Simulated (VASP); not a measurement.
# Al2O3 (R-3c) in VASP: settings compared, part 2 of 2

VASP 6.6.1. Earlier steps stand in the parts before.

## 3. Single point, r2SCAN+rVV10

This run uses another cell than the first one, of 8.46 Å³/atom.

Input file POSCAR:

```
Al2O3
1.0
    2.3761934381      1.3718959212      4.3236117435
   -2.3761934381      1.3718959212      4.3236117435
    0.0000000000     -2.7437918423      4.3236117435
Al O
4 6
Direct
    0.8519516882      0.8519516882      0.8519516882
    0.3519516882      0.3519516882      0.3519516882
    0.1480483118      0.1480483118      0.1480483118
    0.6480483118      0.6480483118      0.6480483118
    0.4435899872      0.0564100128      0.7500000000
    0.0564100128      0.7500000000      0.4435899872
    0.5564100128      0.9435899872      0.2500000000
    0.2500000000      0.5564100128      0.9435899872
    0.9435899872      0.2500000000      0.5564100128
    0.7500000000      0.4435899872      0.0564100128
```

Input file INCAR.step1:

```
SYSTEM = Al2O3
PREC = Accurate ; ENCUT = 520
ISMEAR = -1 ; SIGMA = 0.03
LREAL = .False. ; LASPH = .True.
NELM = 100 ; NBANDS = 35
GGA = PE ; ALGO = Normal
EDIFF = 1E-4 ; LWAVE = .True.
LCHARG = .False.
```

Input file INCAR.step2:

```
SYSTEM = Al2O3
PREC = Accurate ; ENCUT = 520
EDIFF = 1E-7 ; ISMEAR = -1
SIGMA = 0.03 ; LREAL = .False.
LASPH = .True. ; NELM = 100
ALGO = Normal ; ISIF = 2
LWAVE = .False. ; LCHARG = .False.
METAGGA = R2SCAN ; LMIXTAU = .True.
LUSE_VDW = .True. ; IVDW_NL = 2
BPARAM = 11.95 ; CPARAM = 0.0093
NBANDS = 35 ; ISTART = 1
```

Input file KPOINTS:

```
regular mesh
0
Gamma
  8 8 8
  0 0 0
```

Potentials or basis: VASP PAW PBE potentials, release 64 (Al, O).

Run with:

```console
> cat potpaw_PBE.64/Al/POTCAR potpaw_PBE.64/O/POTCAR > POTCAR
> cp INCAR.step1 INCAR
> mpirun -np 1 vasp_std > vasp.out
> cp INCAR.step2 INCAR
> mpirun -np 1 vasp_std > vasp.out
```

OUTCAR:

```text
SYSTEM = Al2O3
   PREC = Accurate
   ENCUT = 520
   EDIFF = 1E-7
   ISMEAR = -1
   LREAL = .False.
   LASPH = .True.
   NELM = 100
   ISIF = 2
   METAGGA = R2SCAN
   IVDW_NL = 2
   BPARAM = 11.95
   ISTART = 1

 ion  position               nearest neighbor table
   1  0.852  0.852  0.852-   8 1.85   7 1.85   9 1.85   5 1.97   6 1.97  10 1.97   4 2.64   3 2.79
                             3 2.79   3 2.79   4 3.22   4 3.22   4 3.22
   2  0.352  0.352  0.352-   6 1.85   5 1.85  10 1.85   7 1.97   8 1.97   9 1.97   3 2.64   4 2.79
[... 1145 lines left out ...]
  external PRESSURE =      -4.3158848 kB  Pullay stress =       0.0000000 kB

 VOLUME and BASIS-vectors are now :
 -----------------------------------------------------------------------------
  energy-cutoff  :      520.00
  volume of cell :       84.57
      direct lattice vectors                 reciprocal lattice vectors
     2.376193438  1.371895921  4.323611743     0.210420579  0.121486378  0.077096038
    -2.376193438  1.371895921  4.323611743    -0.210420579  0.121486378  0.077096038
     0.000000000 -2.743791842  4.323611743     0.000000000 -0.242972756  0.077096038

 POSITION                                       TOTAL-FORCE (eV/Angst)
 -----------------------------------------------------------------------------------
      0.00000      0.00000     11.05052         0.000000     -0.000000     -0.016944
      0.00000      0.00000      4.56511         0.000000     -0.000000     -0.016944
      0.00000      0.00000      1.92031         0.000000      0.000000      0.016944
      0.00000      0.00000      8.40573         0.000000      0.000000      0.016944
      0.92001     -1.37190      5.40451         0.012543     -0.000000     -0.000000
     -1.64810     -0.11081      5.40451        -0.006271     -0.010862     -0.000000
     -0.92001      1.37190      7.56632        -0.012543     -0.000000     -0.000000
     -0.72809     -1.48270      7.56632         0.006271     -0.010862     -0.000000
      1.64810      0.11081      7.56632         0.006271      0.010862     -0.000000
      0.72809      1.48270      5.40451        -0.006271      0.010862     -0.000000
 -----------------------------------------------------------------------------------
    total drift:                               -0.000000      0.000000     -0.000000

  FREE ENERGIE OF THE ION-ELECTRON SYSTEM (eV)
  ---------------------------------------------------
  free  energy   TOTEN  =       -95.0659314744 eV

  energy  without entropy=      -95.0659314744  energy(sigma->0) =      -95.06593147
```

OSZICAR.step1:

```text
N       E                     dE             d eps       ncg     rms          rms(c)
DAV:   1     0.224456602220E+03    0.22446E+03   -0.25458E+04  4550   0.131E+03
DAV:   2    -0.702644913922E+02   -0.29472E+03   -0.28533E+03  5789   0.287E+02
DAV:   3    -0.827101398291E+02   -0.12446E+02   -0.12400E+02  5902   0.601E+01
DAV:   4    -0.828059119255E+02   -0.95772E-01   -0.95712E-01  5620   0.607E+00
DAV:   5    -0.828070765091E+02   -0.11646E-02   -0.11644E-02  5721   0.665E-01    0.177E+01
DAV:   6    -0.746634220320E+02    0.81437E+01   -0.28183E+01  5542   0.284E+01    0.599E+00
DAV:   7    -0.747057705988E+02   -0.42349E-01   -0.90128E-01  5508   0.466E+00    0.330E+00
DAV:   8    -0.747252495408E+02   -0.19479E-01   -0.87198E-02  5467   0.225E+00    0.692E-01
DAV:   9    -0.747289042325E+02   -0.36547E-02   -0.22984E-02  5948   0.818E-01    0.318E-01
DAV:  10    -0.747295387804E+02   -0.63455E-03   -0.77979E-04  5006   0.167E-01    0.753E-02
DAV:  11    -0.747295048036E+02    0.33977E-04   -0.35647E-04  5724   0.108E-01
   1 F= -.74729505E+02 E0= -.74729505E+02  d E =-.250953E-11
```

Run time: 7.3 min. Hardware: 1 thread of Intel Xeon 6975P-C (Granite Rapids), shared host; peak memory 0.57 GiB.

What came out:

* Free energy: -95.0659 eV
* Pressure: -0.4 GPa
* Largest force: 0.017 eV/Å
* Band gap on the k mesh: 7.16 eV

Forces in eV/Å, atoms in the order of the input:
```
Al   0.000  0.000 -0.017
Al   0.000  0.000 -0.017
Al   0.000  0.000  0.017
Al   0.000  0.000  0.017
O    0.013  0.000  0.000
O   -0.006 -0.011  0.000
O   -0.013  0.000  0.000
O    0.006 -0.011  0.000
O    0.006  0.011  0.000
O   -0.006  0.011  0.000
```

Levels at points of the mesh, in eV from the valence-band top:
```tsv
k point	band 20	band 21	band 22	band 23	band 24	band 25	band 26	band 27	band 28	band 29
(0.00, 0.00, 0.00)	-0.53	-0.53	-0.05	-0.05	0.00	7.16	10.10	11.99	12.60	12.60
(0.50, 0.00, 0.00)	-1.36	-0.95	-0.95	-0.30	-0.30	10.42	10.42	10.73	10.73	12.76
(0.50, 0.50, 0.00)	-1.35	-1.07	-0.94	-0.79	-0.27	10.55	10.81	10.90	11.46	12.22
(0.50, 0.50, 0.50)	-2.07	-0.41	-0.41	-0.41	-0.41	9.63	9.63	12.15	12.15	13.73
```

Caveat: the PAW data sets were made with another functional, which shifts forces and pressure a little. A k mesh can miss the band edges.
